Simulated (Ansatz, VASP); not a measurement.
# One calculation of TiCo, two programs

INCAR

```
SYSTEM = TiCo
ALGO = Normal
EDIFF = 1E-6
ENCUT = 600
GGA = PE
GGA_COMPAT = .False.
ISIF = 2
ISMEAR = 0
ISPIN = 2
LASPH = .True.
LCHARG = .False.
LMAXMIX = 4
LORBIT = 11
LREAL = .False.
LWAVE = .False.
MAGMOM = 0 0.6
NBANDS = 22
NELM = 200
PREC = Accurate
SIGMA = 0.1
```

Contents of KPOINTS:

```
k-points
0
Gamma
  6 6 6
  0 0 0
```

POSCAR

```
TiCo
1.0
    2.9978685617     -0.0303041650     -0.0235551081
   -0.0303041650      2.9784780569     -0.0213445084
   -0.0235551081     -0.0213445084      2.9676518379
Ti Co
1 1
Direct
    0.0000000000      0.0000000000      0.0000000000
    0.5000000000      0.5000000000      0.5000000000
```

Input for Ansatz:

```yaml
crystal:
  lattice:
    - [2.9978685617, -0.030304165, -0.0235551081]
    - [-0.030304165, 2.9784780569, -0.0213445084]
    - [-0.0235551081, -0.0213445084, 2.9676518379]
  atoms:
    - { symbol: Ti, position: [0.0, 0.0, 0.0] }
    - { symbol: Co, position: [0.5, 0.5, 0.5], spin: 0.6 }
basis: {}
kpoints:
  mp_grid: { grid: [6, 6, 6] }
hamiltonian:
  xc: pbe
  pseudopotentials: { kind: paw, source: ansatz }
scf:
  occupations: { method: gaussian, width: 0.1 }
  lower_state_search: "off"
  max_iter: 30
  convergence: { dr2_threshold: "1e-10 eV" }
output:
  forces: true
  stress: true
  eigenvalues: true
  populations: true
magnetization:
  spin_polarized: true
```

Alike in both runs: task single point; functional PBE; k mesh 6 × 6 × 6; occupations gaussian, width 0.1 eV; collinear spin.

|  | VASP | Ansatz |
| --- | --- | --- |
| version | VASP 6.6.1 | Ansatz 0.2.0 |
| potentials or method | VASP PAW PBE potentials, release 64 (Ti_sv, Co) | scalar-relativistic, plane waves |
| plane-wave cutoff (eV) | 600 | 900 |
| valence electrons in the cell | 21 | 29 |

```tsv
	VASP	Ansatz	Ansatz less VASP
gap on the k mesh at the Fermi level (eV)	none	none	-
pressure (GPa)	-1.5	-1.0	+0.51
traceless stress, the component that is largest in VASP (GPa)	1.47	1.47	+0.003
net moment per atom (μB)	0.19	0.21	+0.022
size of the moment on the site where the two differ most (μB)	0.51	0.56	+0.056
```

Site moments also hang on the region over which each program counts them. A gap of «none» marks a metal or a gap that the smearing closes. VASP's potentials hold 21 valence electrons a cell and Ansatz's 29, so a difference there can come from the potentials and not from the codes.
